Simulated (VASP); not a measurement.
# MnSb (Fm-3m) in VASP: further runs, part 2 of 2

VASP 6.6.1. Earlier steps stand in the parts before.

## (4) Single point, PBE (volume scaled by 0.76)

Input file INCAR:

```
SYSTEM = MnSb
  PREC = Accurate
  ENCUT = 520
  EDIFF = 1E-6
  ISMEAR = -1
  SIGMA = 0.08
  LREAL = .FALSE.
  LASPH = .TRUE.
  NELM = 60
  ALGO = Normal
  ISIF = 2
  LWAVE = .FALSE.
  LCHARG = .FALSE.
  GGA = PE
  NBANDS = 16
```

Input file KPOINTS:

```
Automatic mesh
0
G
  12 12 12
  0 0 0
```

Input file POSCAR:

```
MnSb
1.0
    0.0000000000      2.5506771745      2.5506771745
    2.5506771745      0.0000000000      2.5506771745
    2.5506771745      2.5506771745      0.0000000000
Mn Sb
1 1
Direct
    0.0000000000      0.0000000000      0.0000000000
    0.5000000000      0.5000000000      0.5000000000
```

Potentials or basis: VASP PAW PBE potentials, release 64 (Mn_pv, Sb).

Started as:

```
> cat potpaw_PBE.64/Mn_pv/POTCAR potpaw_PBE.64/Sb/POTCAR > POTCAR
> mpirun -np 1 vasp_std > vasp.out
```

OUTCAR:

```text
SYSTEM = MnSb
   PREC = Accurate
   ENCUT = 520
   EDIFF = 1E-6
   ISMEAR = -1
   LREAL = .FALSE.
   LASPH = .TRUE.
   NELM = 60
   ISIF = 2
   GGA = PE

 ion  position               nearest neighbor table
   1  0.000  0.000  0.000-   2 2.55   2 2.55   2 2.55   2 2.55   2 2.55   2 2.55
   2  0.500  0.500  0.500-   1 2.55   1 2.55   1 2.55   1 2.55   1 2.55   1 2.55

  LATTYP: Found a face centered cubic cell.
 ALAT       =     5.1013543490

  Lattice vectors:

 A1 = (   0.0000000000,   2.5506771745,   2.5506771745)
 A2 = (   2.5506771745,   0.0000000000,   2.5506771745)
 A3 = (   2.5506771745,   2.5506771745,   0.0000000000)

Analysis of symmetry for initial positions (statically):
=====================================================================
 Subroutine PRICEL returns:
 Original cell was already a primitive cell.

 Routine SETGRP: Setting up the symmetry group for a
 face centered cubic supercell.

 Subroutine GETGRP returns: Found 48 space group operations
 (whereof 48 operations were pure point group operations)
 out of a pool of 48 trial point group operations.

The static configuration has the point symmetry O_h .
[... 159 lines left out ...]

 E-fermi :  10.6788     XC(G=0): -11.9503

 val. band max:       10.6684546286   @ k =  -0.2500   0.5000   0.2500
 cond. band min:      10.7162597399   @ k =  -0.2500   0.5000   0.2500
 fundamental gap:      0.0478051112
 Fermi energy:        10.6787909948

 k-point     1 :       0.0000    0.0000    0.0000
  band No.  band energies     occupation
      1     -36.8161      2.00000
      2     -36.8161      2.00000
      3     -36.8161      2.00000
      4      -2.3167      2.00000
      5       9.5761      2.00000
      6       9.5761      2.00000
[... 433 lines left out ...]
      3     -36.8155      2.00000
      4       0.9797      2.00000
      5       4.3556      2.00000
      6       7.3299      2.00000
[... 8 lines left out ...]
     15      19.5532      0.00000
     16      23.4948      0.00000

 [... further k-points ...]

------------------------ aborting loop because EDIFF is reached ----------------------------------------

  FORCE on cell =-STRESS in cart. coord.  units (eV):
  Direction    XX          YY          ZZ          XY          YZ          ZX
  --------------------------------------------------------------------------------------
  -------------------------------------------------------------------------------------
  Total        2.3912989      2.3912989      2.3912989     -0.0000000     -0.0000000     -0.0000000
  in kB      115.4377786    115.4377786    115.4377786     -0.0000000     -0.0000000     -0.0000000
  external PRESSURE =     115.4377786 kB  Pullay stress =       0.0000000 kB

 VOLUME and BASIS-vectors are now :
 -----------------------------------------------------------------------------
  energy-cutoff  :      520.00
  volume of cell :       33.19
      direct lattice vectors                 reciprocal lattice vectors
     0.000000000  2.550677175  2.550677175    -0.196026375  0.196026375  0.196026375
     2.550677175  0.000000000  2.550677175     0.196026375 -0.196026375  0.196026375
     2.550677175  2.550677175  0.000000000     0.196026375  0.196026375 -0.196026375

 POSITION                                       TOTAL-FORCE (eV/Angst)
 -----------------------------------------------------------------------------------
      0.00000      0.00000      0.00000         0.000000      0.000000      0.000000
      2.55068      2.55068      2.55068         0.000000      0.000000     -0.000000
 -----------------------------------------------------------------------------------
    total drift:                               -0.000000     -0.000000      0.000000

  FREE ENERGIE OF THE ION-ELECTRON SYSTEM (eV)
  ---------------------------------------------------
  free  energy   TOTEN  =       -11.6595048280 eV

  energy  without entropy=      -11.5774303096  energy(sigma->0) =      -11.61846757
```

It took 19 s on 1 thread of Intel Xeon 6975P-C (Granite Rapids), shared host; peak memory 0.17 GiB.

What came out:

```
Free energy            : -11.6595 eV
Pressure               : 11.5 GPa
Band gap on the k mesh : zero (filled and empty bands touch)
```

Caveat: spin-orbit coupling is left out, which moves the levels of the heavy elements.

## (5) Single point, PBE (volume scaled by 0.82)

Input file INCAR:

```
SYSTEM = MnSb
PREC = Accurate
ENCUT = 520
EDIFF = 1E-6
ISMEAR = -1
SIGMA = 0.08
LREAL = .FALSE.
LASPH = .TRUE.
NELM = 100
ALGO = Normal
ISIF = 2
LWAVE = .FALSE.
LCHARG = .FALSE.
GGA = PE
NBANDS = 16
```

KPOINTS is that of step 4.

Input file POSCAR:

```
MnSb
1.0
    0.0000000000      2.6161074795      2.6161074795
    2.6161074795      0.0000000000      2.6161074795
    2.6161074795      2.6161074795      0.0000000000
Mn Sb
1 1
Direct
    0.0000000000      0.0000000000      0.0000000000
    0.5000000000      0.5000000000      0.5000000000
```

Started as:

```
> cat potpaw_PBE.64/Mn_pv/POTCAR potpaw_PBE.64/Sb/POTCAR > POTCAR
> mpirun -np 1 vasp_std > vasp.out
```

Run time: 19 s. Hardware: 1 thread of Intel Xeon 6975P-C (Granite Rapids), shared host; peak memory 0.18 GiB.

It converged, with:

| Property | Result |
| --- | --- |
| Free energy | -11.7568 eV |
| Pressure | 1.0 GPa |
| Band gap on the k mesh | zero (filled and empty bands touch) |

Levels at points of the mesh, in eV from the Fermi level:
```
           k point  band 5  band 6  band 7  band 8  band 9  band 10  band 11  band 12  band 13  band 14
(0.00, 0.00, 0.00)   -0.96   -0.96   -0.96   -0.73   -0.73     2.25     2.25     2.25     8.41     8.44
(0.50, 0.00, 0.00)   -6.40   -2.60   -2.60   -0.24   -0.24     0.12     4.93     4.93     5.13     6.20
(0.50, 0.50, 0.00)   -5.16   -1.93   -1.26   -1.26   -0.38     0.04     0.04     0.63     3.23     6.47
```

Caveat: spin-orbit coupling is left out, which moves the levels of the heavy elements.

## (6) Single point, PBE (volume scaled by 0.88)

Edit INCAR of step 5 so:

```diff
@@ -12,4 +12,6 @@
 LWAVE = .FALSE.
-LCHARG = .FALSE.
+LCHARG = .TRUE.
 GGA = PE
+LELF = .TRUE.
+LVHAR = .TRUE.
 NBANDS = 16
```

Input file KPOINTS:

```
regular mesh
0
G
  12 12 12
  0 0 0
```

Input file POSCAR:

```
MnSb
1.0
    0.0000000000      2.6784190326      2.6784190326
    2.6784190326      0.0000000000      2.6784190326
    2.6784190326      2.6784190326      0.0000000000
Mn Sb
1 1
Direct
    0.0000000000      0.0000000000      0.0000000000
    0.5000000000      0.5000000000      0.5000000000
```

Potentials or basis: VASP PAW PBE potentials, release 64 (Mn_pv, Sb).

Started as:

```
> cat potpaw_PBE.64/Mn_pv/POTCAR potpaw_PBE.64/Sb/POTCAR > POTCAR
> mpirun -np 1 vasp_std > vasp.out
```

It took 18 s on 1 thread of Intel Xeon 6975P-C (Granite Rapids), shared host; peak memory 0.18 GiB.

It converged, with:

| Property | Result |
| --- | --- |
| Free energy | -11.7130 eV |
| Pressure | -6.0 GPa |
| Band gap on the k mesh | zero (filled and empty bands touch) |

Levels at points of the mesh, in eV from the Fermi level:
| k point | band 6 | band 7 | band 8 | band 9 | band 10 | band 11 | band 12 | band 13 |
| --- | --- | --- | --- | --- | --- | --- | --- | --- |
| (0.00, 0.00, 0.00) | -0.85 | -0.85 | -0.67 | -0.67 | 2.00 | 2.00 | 2.00 | 7.36 |
| (0.50, 0.00, 0.00) | -2.40 | -2.40 | -0.20 | -0.20 | 0.11 | 4.49 | 4.49 | 4.89 |
| (0.50, 0.50, 0.00) | -1.70 | -1.20 | -1.20 | -0.36 | 0.04 | 0.04 | 0.53 | 2.80 |

Caveat: spin-orbit coupling is left out, which moves the levels of the heavy elements.

## (7) The runs side by side

| spin | cell | gap on the mesh (eV) | pressure (GPa) |
| --- | --- | --- | --- |
| collinear, ferromagnetic start | a = 4.200 Å, angles 60.0°, 2 atoms | none | -7.9 |
| off | a = 3.510 Å, angles 60.0°, 2 atoms | none | 27.4 |
| off | a = 3.607 Å, angles 60.0°, 2 atoms | none | 11.5 |
| off | a = 3.700 Å, angles 60.0°, 2 atoms | none | 1.0 |
| off | a = 3.788 Å, angles 60.0°, 2 atoms | none | -6.0 |

Alike in all rows: task single point; level PBE; potentials or basis VASP PAW PBE potentials, release 64 (Mn_pv, Sb); k mesh 12 × 12 × 12; cutoff (eV) 520; smearing fermi-dirac 0.08 eV.

Caveats: spin-orbit coupling is left out, which moves the levels of the heavy elements; a cell with one magnetic atom can't hold antiferromagnetic order, which such compounds often take (some runs).

Absolute energies hang on the potentials; compare differences alone.
